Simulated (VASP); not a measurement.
# C (R-3m) in VASP: a series of runs

Aim: see how the results for C move with the level of theory and the settings. Levels: PBE+D4, PBE+D3(BJ). Tasks: single point.

Everything below comes from runs of VASP 6.6.1. Logs are shortened: lines on timing, memory, paths and dates and some standing lists are left out, and cuts for length are marked.

## (1) The cell of the first run

Symmetry: R-3m, No. 166, trigonal system. The conventional cell has a = 2.460 Å, b = 2.460 Å, c = 20.453 Å, α = 90.00°, β = 90.00°, γ = 120.00°. Within 1.9 Å of C (site symmetry 3m) lie 3 C at 1.42 Å. C (site symmetry 3m) has 3 C at 1.42 Å within 1.9 Å.

## (2) Single point, PBE+D4

The input, INCAR:

```
ALGO = Normal
EDIFF = 1E-6
ENCUT = 520
GGA = PE
ISIF = 2
ISMEAR = -1
IVDW = 13
LASPH = T
LCHARG = F
LREAL = F
LWAVE = F
NBANDS = 16
NELM = 80
PREC = Accurate
SIGMA = 0.05
```

The input, KPOINTS:

```
k-points
0
Gamma
  12 12 12
```

The input, POSCAR:

```
C
1.0
    1.2299815397      0.7101301730      6.8175178846
   -1.2299815397      0.7101301730      6.8175178846
    0.0000000000     -1.4202603460      6.8175178846
C
4
Direct
    0.0813872614      0.0813872614      0.0813872614
    0.7480815553      0.7480815553      0.7480815553
    0.2519184447      0.2519184447      0.2519184447
    0.9186127386      0.9186127386      0.9186127386
```

Potentials or basis: VASP PAW PBE potentials, release 64 (C).

Command:

```
$ cat potpaw_PBE.64/C/POTCAR > POTCAR
$ mpirun -np 1 vasp_std > vasp.out
```

OUTCAR:

```text
EDIFF = 1E-6
   ENCUT = 520
   GGA = PE
   ISIF = 2
   ISMEAR = -1
   IVDW = 13
   LASPH = T
   LREAL = F
   NELM = 80
   PREC = Accurate

 ion  position               nearest neighbor table
   1  0.081  0.081  0.081-   2 1.42   2 1.42   2 1.42
   2  0.748  0.748  0.748-   1 1.42   1 1.42   1 1.42
   3  0.252  0.252  0.252-   4 1.42   4 1.42   4 1.42
   4  0.919  0.919  0.919-   3 1.42   3 1.42   3 1.42

  LATTYP: Found a trigonal (rhomboedric) cell.
 ALAT       =     6.9638846600
 COS(alpha) =     0.9376086988

  Lattice vectors:

 A1 = (   1.2299815397,   0.7101301730,   6.8175178846)
 A2 = (  -1.2299815397,   0.7101301730,   6.8175178846)
 A3 = (   0.0000000000,  -1.4202603460,   6.8175178846)

Analysis of symmetry for initial positions (statically):
=====================================================================
 Subroutine PRICEL returns:
 Original cell was already a primitive cell.

 Routine SETGRP: Setting up the symmetry group for a
 trigonal (rhombohedral) supercell.

 Subroutine GETGRP returns: Found 12 space group operations
 (whereof 12 operations were pure point group operations)
 out of a pool of 12 trial point group operations.

The static configuration has the point symmetry D_3d.

Analysis of symmetry for dynamics (positions and initial velocities):
=====================================================================
 Subroutine PRICEL returns:
 Original cell was already a primitive cell.

 Routine SETGRP: Setting up the symmetry group for a
 trigonal (rhombohedral) supercell.

 Subroutine GETGRP returns: Found 12 space group operations
 (whereof 12 operations were pure point group operations)
 out of a pool of 12 trial point group operations.

The dynamic configuration has the point symmetry D_3d.

 Subroutine INISYM returns: Found 12 space group operations
 (whereof 12 operations are pure point group operations),
 and found     1 'primitive' translations

----------------------------------------------------------------------------------------

                                     Primitive cell

  volume of cell :      35.7284

  direct lattice vectors                    reciprocal lattice vectors
     1.229981540  0.710130173  6.817517885     0.406510166  0.234698754  0.048893650
    -1.229981540  0.710130173  6.817517885    -0.406510166  0.234698754  0.048893650
     0.000000000 -1.420260346  6.817517885     0.000000000 -0.469397508  0.048893650

  length of vectors
     6.963884660  6.963884660  6.963884660     0.471937082  0.471937082  0.471937082

  position of ions in fractional coordinates (direct lattice)
     0.081387261  0.081387261  0.081387261
     0.748081555  0.748081555  0.748081555
     0.251918445  0.251918445  0.251918445
     0.918612739  0.918612739  0.918612739

  ion indices of the primitive-cell ions
   primitive index   ion index
                 1           1
                 2           2
                 3           3
                 4           4

----------------------------------------------------------------------------------------

 KPOINTS: k-points

Automatic generation of k-mesh.
 Grid dimensions read from file:
 generate k-points for:   12   12   12

 Generating k-lattice:

  Cartesian coordinates                     Fractional coordinates (reciprocal lattice)
     0.033875847  0.019558229  0.004074471     0.083333333  0.000000000  0.000000000
    -0.033875847  0.019558229  0.004074471     0.000000000  0.083333333  0.000000000
     0.000000000 -0.039116459  0.004074471     0.000000000  0.000000000  0.083333333

  Length of vectors
     0.039328090  0.039328090  0.039328090

  Shift w.r.t. Gamma in fractional coordinates (k-lattice)
     0.000000000  0.000000000  0.000000000

 Subroutine IBZKPT returns following result:
 ===========================================

 Found    189 irreducible k-points:

 Following reciprocal coordinates:
            Coordinates               Weight
  0.000000  0.000000  0.000000      1.000000
  0.083333  0.000000  0.000000      6.000000
  0.166667 -0.000000  0.000000      6.000000
  0.250000  0.000000  0.000000      6.000000
  0.333333 -0.000000  0.000000      6.000000
  0.416667 -0.000000  0.000000      6.000000
[... 16 lines left out ...]
  0.500000  0.166667  0.000000     12.000000
 -0.416667  0.166667 -0.000000     12.000000
 [... further k-points ...]
   k-points           NKPTS =    189   k-points in BZ     NKDIM =    189   number of bands    NBANDS=     16
   number of dos      NEDOS =    301   number of ions     NIONS =      4
   total plane-waves  NPLWV = 157464
   dimension x,y,z NGX =    54 NGY =   54 NGZ =   54
   dimension x,y,z NGXF=   108 NGYF=  108 NGZF=  108
   ions per type =               4
   NGX,Y,Z   is equivalent  to a cutoff of  12.89, 12.89, 12.89 a.u.
   NGXF,Y,Z  is equivalent  to a cutoff of  25.78, 25.78, 25.78 a.u.
 SYSTEM =  unknown system
   PREC   = accura    normal or accurate (medium, high low for compatibility)
   ISTART =      0    job   : 0-new  1-cont  2-samecut
   ICHARG =      2    charge: 1-file 2-atom 10-const
   ISPIN  =      1    spin polarized calculation?
   LNONCOLLINEAR =      F non collinear calculations
   LSORBIT =      F    spin-orbit coupling
   LASPH  =      T    aspherical Exc in radial PAW
   ENCUT  =  520.0 eV  38.22 Ry    6.18 a.u.  12.95 12.95 12.95*2*pi/ulx,y,z
   NELM   =     80;   NELMIN=  2; NELMDL= -5     # of ELM steps
   EDIFF  = 0.1E-05   stopping-criterion for ELM
   LREAL  =      F    real-space projection
   EDIFFG = 0.1E-04   stopping-criterion for IOM
   NSW    =      0    number of steps for IOM
   IBRION =     -1    ionic relax: 0-MD 1-quasi-New 2-CG
   NFREE  =      0    steps in history (QN), initial steepest desc. (CG)
   ISIF   =      2    stress and relaxation
   ISYM   =      2    0-nonsym 1-usesym 2-fastsym
   POTIM  = 0.5000    time-step for ionic-motion
   TEBEG  =    0.0;   TEEND  =   0.0 temperature during run
   PSTRESS=    0.0 pullay stress
   NELECT =      16.0000    total number of electrons
   NUPDOWN=      -1.0000    fix difference up-down
   EMIN   =  10.00;   EMAX   =-10.00  energy-range for DOS
   EFERMI =   0.00;   METHOD = LEGACY
   ISMEAR =    -1;   SIGMA  =   0.05  broadening in eV -4-tet -1-fermi 0-gaus
   EFERMI_NEDOS =   21; number of points for ismear=-14 and -15
   IALGO  =     38    algorithm
   IMIX   =      4    mixing-type and parameters
     AMIX     =   0.40;   BMIX     =  1.00
     AMIX_MAG =   1.60;   BMIX_MAG =  1.00
  volume/ion in A,a.u.               =       8.93        60.28
  Fermi-wavevector in a.u.,A,eV,Ry     =   1.252497  2.366877 21.344132  1.568749
  Thomas-Fermi vector in A             =   2.386395
   LORBIT       =      0    0 simple, 1 ext, 2 COOP (PROOUT), +10 PAW based schemes
   GGA     = PE    functional components
   LHFCALC =     F    Hartree Fock is set to
   AEXX    =    0.0000 exact exchange contribution
   IVDW    =    13    specifies the selected vdW correction
   LEPSILON=     F    determine dielectric tensor
   LRPA    =     F    only Hartree local field effects (RPA)
 non-spin polarized calculation
  energy-cutoff  :      520.00
  volume of cell :       35.73
 maximum number of plane-waves:       987
 NGX is ok and might be reduce to    54
   NGX = 25   NGY = 25   NGZ = 25

 number of electron      16.0000000 magnetization

 Free energy of the ion-electron system (eV)
  ---------------------------------------------------
  ext. energy  EPLUGINS =         0.00000000
  ---------------------------------------------------
  free energy    TOTEN  =       -36.83447499 eV

  energy without entropy =      -36.83388022  energy(sigma->0) =      -36.83417760

 E-fermi :   4.5799     XC(G=0): -10.2174

 val. band max:        4.4380124152   @ k =  -0.3333   0.3333   0.0000
 cond. band min:       4.7217517850   @ k =  -0.3333   0.3333   0.0000
 fundamental gap:      0.2837393698
 Fermi energy:         4.5799201692

 k-point     1 :       0.0000    0.0000    0.0000
  band No.  band energies     occupation
      1     -15.1070      2.00000
      2     -14.8377      2.00000
      3      -3.9147      2.00000
      4      -2.0893      2.00000
      5       1.5723      2.00000
      6       1.5723      2.00000
[... 8 lines left out ...]
     15      16.0844      0.00000
     16      16.1254      0.00000

 k-point     2 :       0.0833    0.0000    0.0000
  band No.  band energies     occupation
      1     -14.9403      2.00000
      2     -14.6747      2.00000
      3      -3.7102      2.00000
      4      -1.9036      2.00000
      5       0.9124      2.00000
      6       0.9279      2.00000
[... 8 lines left out ...]
     15      15.5088      0.00000
     16      15.5748      0.00000

 k-point     3 :       0.1667   -0.0000    0.0000
  band No.  band energies     occupation
      1     -14.4423      2.00000
      2     -14.1875      2.00000
      3      -3.1015      2.00000
      4      -1.3522      2.00000
      5      -0.7427      2.00000
      6      -0.7060      2.00000
[... 8 lines left out ...]
     15      15.5118      0.00000
     16      15.5317      0.00000

 k-point     4 :       0.2500    0.0000    0.0000
  band No.  band energies     occupation
      1     -13.6189      2.00000
      2     -13.3817      2.00000
      3      -2.8635      2.00000
      4      -2.8005      2.00000
      5      -2.1056      2.00000
      6      -0.4579      2.00000
[... 8 lines left out ...]
     15      18.0754      0.00000
     16      18.0970      0.00000

 k-point     5 :       0.3333   -0.0000    0.0000
  band No.  band energies     occupation
      1     -12.4829      2.00000
      2     -12.2685      2.00000
      3      -5.0913      2.00000
      4      -4.9991      2.00000
      5      -1.1950      2.00000
      6      -1.1825      2.00000
[... 8 lines left out ...]
     15      19.8322      0.00000
     16      20.9287      0.00000

 k-point     6 :       0.4167   -0.0000    0.0000
  band No.  band energies     occupation
      1     -11.0655      2.00000
      2     -10.8786      2.00000
      3      -7.2161      2.00000
      4      -7.0953      2.00000
      5      -1.6698      2.00000
      6      -1.6585      2.00000
[... 8 lines left out ...]
     15      18.3125      0.00000
     16      21.0213      0.00000
[... 267 lines left out ...]
 k-point    21 :       0.3333    0.1667   -0.0000
  band No.  band energies     occupation
      1     -13.1204      2.00000
      2     -12.9135      2.00000
      3      -3.1848      2.00000
      4      -3.1504      2.00000
      5      -1.8397      2.00000
      6      -1.8145      2.00000
[... 8 lines left out ...]
     15      16.1874      0.00000
     16      16.3042      0.00000

 k-point    22 :       0.4167    0.1667    0.0000
  band No.  band energies     occupation
      1     -11.9941      2.00000
      2     -11.8125      2.00000
      3      -4.9474      2.00000
      4      -4.8582      2.00000
      5      -2.8953      2.00000
      6      -2.8818      2.00000
[... 8 lines left out ...]
     15      17.3561      0.00000
     16      18.0153      0.00000

 k-point    23 :       0.5000    0.1667    0.0000
  band No.  band energies     occupation
      1     -10.5963      2.00000
      2     -10.4429      2.00000
      3      -6.8878      2.00000
      4      -6.7605      2.00000
      5      -3.4766      2.00000
      6      -3.4556      2.00000
[... 8 lines left out ...]
     15      17.8319      0.00000
     16      19.0707      0.00000

 k-point    24 :      -0.4167    0.1667   -0.0000
  band No.  band energies     occupation
      1      -9.3401      2.00000
      2      -9.2102      2.00000
      3      -8.3204      2.00000
      4      -8.2197      2.00000
      5      -3.6648      2.00000
      6      -3.6380      2.00000
[... 8 lines left out ...]
     15      16.7811      0.00000
     16      18.9657      0.00000

 [... further k-points ...]

------------------------ aborting loop because EDIFF is reached ----------------------------------------

  DFT-D4 for vdW energy calculation

  Edisp (eV):   -0.69084

  FORCE on cell =-STRESS in cart. coord.  units (eV):
  Direction    XX          YY          ZZ          XY          YZ          ZX
  --------------------------------------------------------------------------------------
  -------------------------------------------------------------------------------------
  Total       0.15848     0.15848    -0.02105     0.00000    -0.00000     0.00000
  in kB       7.10667     7.10667    -0.94390     0.00000    -0.00000     0.00000
  external pressure =        4.42 kB  Pullay stress =        0.00 kB

 VOLUME and BASIS-vectors are now :
 -----------------------------------------------------------------------------
  energy-cutoff  :      520.00
  volume of cell :       35.73
      direct lattice vectors                 reciprocal lattice vectors
     1.229981540  0.710130173  6.817517885     0.406510166  0.234698754  0.048893650
    -1.229981540  0.710130173  6.817517885    -0.406510166  0.234698754  0.048893650
     0.000000000 -1.420260346  6.817517885     0.000000000 -0.469397508  0.048893650

 POSITION                                       TOTAL-FORCE (eV/Angst)
 -----------------------------------------------------------------------------------
      0.00000      0.00000      1.66458         0.000000     -0.000000      0.000445
      0.00000      0.00000     15.30018         0.000000      0.000000      0.000362
      0.00000      0.00000      5.15238         0.000000     -0.000000     -0.000362
      0.00000      0.00000     18.78798         0.000000     -0.000000     -0.000445
 -----------------------------------------------------------------------------------
    total drift:                                0.000000      0.000000     -0.000000

  FREE ENERGIE OF THE ION-ELECTRON SYSTEM (eV)
  ---------------------------------------------------
  free  energy   TOTEN  =       -37.5253113482 eV

  energy  without entropy=      -37.5247165732  energy(sigma->0) =      -37.52501396
```

Wall time 9.6 min (1 thread of Intel Xeon Platinum 8488C (Sapphire Rapids), shared host); peak memory 0.4 GiB.

What came out:

| Property | Result |
| --- | --- |
| Free energy | -37.5253 eV |
| Pressure | 0.4 GPa |
| Dispersion energy per atom | -0.173 eV |

## (3) Single point, PBE+D3(BJ)

This run uses another cell than the first one, of 9.07 Å³/atom.

The input, INCAR:

```
ALGO     = Normal         # electronic algorithm
EDIFF    = 1E-6           # SCF threshold, eV
ENCUT    = 520            # plane-wave cutoff, eV
GGA      = PE             # functional
ISIF     = 2              # what is computed and relaxed
ISMEAR   = -1             # smearing method
IVDW     = 12             # dispersion correction
LASPH    = T              # aspherical terms in the spheres
LCHARG   = F              # write CHGCAR
LREAL    = F              # projectors in reciprocal space
LWAVE    = F              # write WAVECAR
NBANDS   = 16             # bands
NELM     = 60             # most SCF steps
PREC     = Accurate       # precision mode
SIGMA    = 0.05           # smearing width, eV
```

KPOINTS is that of step 2.

The input, POSCAR:

```
C
1.0
    1.2324698137      0.7115667787      6.8977613618
   -1.2324698137      0.7115667787      6.8977613618
    0.0000000000     -1.4231335574      6.8977613618
C
4
Direct
    0.0814685907      0.0814685907      0.0814685907
    0.7481597157      0.7481597157      0.7481597157
    0.2518402843      0.2518402843      0.2518402843
    0.9185314093      0.9185314093      0.9185314093
```

Potentials or basis: VASP PAW PBE potentials, release 64 (C).

Command:

```
$ cat potpaw_PBE.64/C/POTCAR > POTCAR
$ mpirun -np 1 vasp_std > vasp.out
```

Wall time 8.8 min (1 thread of Intel Xeon Platinum 8488C (Sapphire Rapids), shared host); peak memory 0.4 GiB.

The run converged. Its results:

| Item | Value |
| --- | --- |
| Free energy | -37.4509 eV |
| Pressure | 0.4 GPa |
| Dispersion energy per atom | -0.151 eV |

Stress tensor (GPa, compression positive):
```
 0.69  0.00  0.00
 0.00  0.69  0.00
 0.00  0.00 -0.13
```
